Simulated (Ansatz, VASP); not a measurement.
Two plane-wave programs on SnSe2

INCAR

```
SYSTEM = SnSe2
PREC = Accurate
ENCUT = 520
EDIFF = 1E-6
ISMEAR = 0
SIGMA = 0.01
LREAL = .FALSE.
LASPH = .TRUE.
NELM = 80
ALGO = Normal
ISIF = 2
LWAVE = .FALSE.
LCHARG = .TRUE.
LELF = .TRUE.
LVHAR = .TRUE.
NBANDS = 35
```

Contents of KPOINTS:

```
Automatic mesh
0
G
  6 6 6
  0 0 0
```

Contents of POSCAR:

```
SnSe2
1.0
   -2.8143962848      2.8143962848      5.5112833719
    2.8143962848     -2.8143962848      5.5112833719
    2.8143962848      2.8143962848     -5.5112833719
Sn Se
2 4
Direct
    0.7500000000      0.2500000000      0.5000000000
    0.0000000000      0.0000000000      0.0000000000
    0.5193771670      0.0193771670      0.5000000000
    0.7693771670      0.7693771670      0.0000000000
    0.2306228330      0.2306228330      0.0000000000
    0.9806228330      0.4806228330      0.5000000000
```

Input for Ansatz:

```yaml
crystal:
  lattice:
    - [-2.8143962848, 2.8143962848, 5.5112833719]
    - [2.8143962848, -2.8143962848, 5.5112833719]
    - [2.8143962848, 2.8143962848, -5.5112833719]
  atoms:
    - { symbol: Sn, position: [0.75, 0.25, 0.5] }
    - { symbol: Sn, position: [0.0, 0.0, 0.0] }
    - { symbol: Se, position: [0.519377167, 0.019377167, 0.5] }
    - { symbol: Se, position: [0.769377167, 0.769377167, 0.0] }
    - { symbol: Se, position: [0.230622833, 0.230622833, 0.0] }
    - { symbol: Se, position: [0.980622833, 0.480622833, 0.5] }
kpoints:
  mp_grid: { grid: [6, 6, 6] }
  band_path:
    path:
      - [0.0, 0.0, 0.0]
      - [0.0, 0.0, 0.5]
      - [0.25, 0.25, 0.25]
      - [0.0, 0.5, 0.0]
      - [0.5, 0.5, -0.5]
      - [0.315193609, 0.684806391, -0.315193609]
      - [-0.315193609, 0.315193609, 0.315193609]
      - [-0.1303872179, 0.1303872179, 0.5]
      - [0.5, 0.5, -0.1303872179]
      - [0.140625, 0.223958, 0.317708]
      - [0.46875, 0.46875, -0.46875]
    npoints: 1
hamiltonian:
  xc: lda
scf:
  occupations: { method: fixed }
  n_extra_bands: 5
output:
  forces: true
  stress: true
  eigenvalues: true
```

Alike in both runs: task single point; functional LDA; k mesh 6 × 6 × 6; no spin polarisation.

|  | VASP | Ansatz |
| --- | --- | --- |
| version | VASP 6.6.1 | Ansatz 0.2.0 |
| potentials or method | VASP PAW LDA potentials, release 64 (Sn_d, Se) | plane waves, PAW |
| plane-wave cutoff (eV) | 520 | 420 |
| occupations | gaussian, width 0.01 eV | fixed |
| valence electrons in the cell | 52 | 92 |

|  | VASP | Ansatz | Ansatz less VASP |
| --- | --- | --- | --- |
| gap on the k mesh at the Fermi level (eV) | 0.21 | 0.21 | -0.008 |
| pressure (GPa) | -1.9 | -2.0 | -0.09 |
| traceless stress, the component that is largest in VASP (GPa) | 0.11 | 0.02 | -0.085 |
| rms of the force components (eV/Å) | 0.014 | 0.023 | +0.0085 |

LDA's correlation is that of Perdew and Zunger in VASP and of Perdew and Wang (1992) in Ansatz. Atom by atom the forces differ by 0.008 eV/Å (rms over components). VASP's potentials hold 52 valence electrons a cell and Ansatz's 92, so a difference there can come from the potentials and not from the codes.
